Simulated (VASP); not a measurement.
Wanted: the native input for a VASP 6.6.1 run.

- Task: single point
- Functional: LDA
- Potentials or basis: VASP PAW LDA potentials, release 64 (Si, C)
- Cutoff: 520 eV
- k mesh: 10 × 10 × 3
- Occupations: gaussian, width 0.05 eV
- Spin: no spin polarisation
- Dipole correction: no
- Further INCAR settings: ALGO = Normal; EDIFF = 1e-06; NBANDS = 26

The structure of SiC lies in POSCAR:

```
SiC
1.0
   -3.0759982064      0.0000000000      0.0000000000
   -1.5379991032     -2.6638925888      0.0000000000
    0.0000000000      0.0000000000     10.5960000000
Si C
4 4
Direct
    0.3333333333      0.3333333333      0.6229010948
    0.3333333333      0.3333333333      0.1464949037
    0.6666666667      0.6666666667      0.8611041903
    0.6666666667      0.6666666667      0.3846979992
    0.3333333333      0.3333333333      0.8063174783
    0.3333333333      0.3333333333      0.3299112873
    0.6666666667      0.6666666667      0.0917081918
    0.6666666667      0.6666666667      0.5681143828
```

This cell differs from its parent crystal: the distance across one plane changed.

One way to write it, as run:

INCAR

```
SYSTEM = SiC
ALGO     = Normal         ! electronic algorithm
EDIFF    = 1E-6           ! SCF threshold, eV
ENCUT    = 520            ! plane-wave cutoff, eV
ISIF     = 2              ! what is computed and relaxed
ISMEAR   = 0              ! smearing method
LASPH    = .True.         ! aspherical terms in the spheres
LCHARG   = .False.        ! write CHGCAR
LREAL    = .False.        ! projectors in reciprocal space
LWAVE    = .False.        ! write WAVECAR
NBANDS   = 26             ! bands
NELM     = 60             ! most SCF steps
PREC     = Accurate       ! precision mode
SIGMA    = 0.05           ! smearing width, eV
```

KPOINTS

```
k-points
0
Gamma
  10 10 3
  0 0 0
```

Potentials or basis: VASP PAW LDA potentials, release 64 (Si, C).

Run with:

```sh
$ cat potpaw_LDA.64/Si/POTCAR potpaw_LDA.64/C/POTCAR > POTCAR
$ mpirun -np 1 vasp_std > vasp.out
```

Results of the run:

- Pressure: -7.4 GPa
- Largest force: 2.345 eV/Å
- Band gap on the k mesh: 2.15 eV (least direct gap 3.63 eV)

Caveat: the cell differs from its parent crystal (the distance across one plane changed); the stress differs along the axes, from -18 to -2 GPa; forces of over 1 eV/Å act on the atoms, so gaps and moduli don't describe the material at rest.

Wall time 110 s on 1 thread of Intel Xeon 8259CL (shared host), peak memory 0.2 GiB.
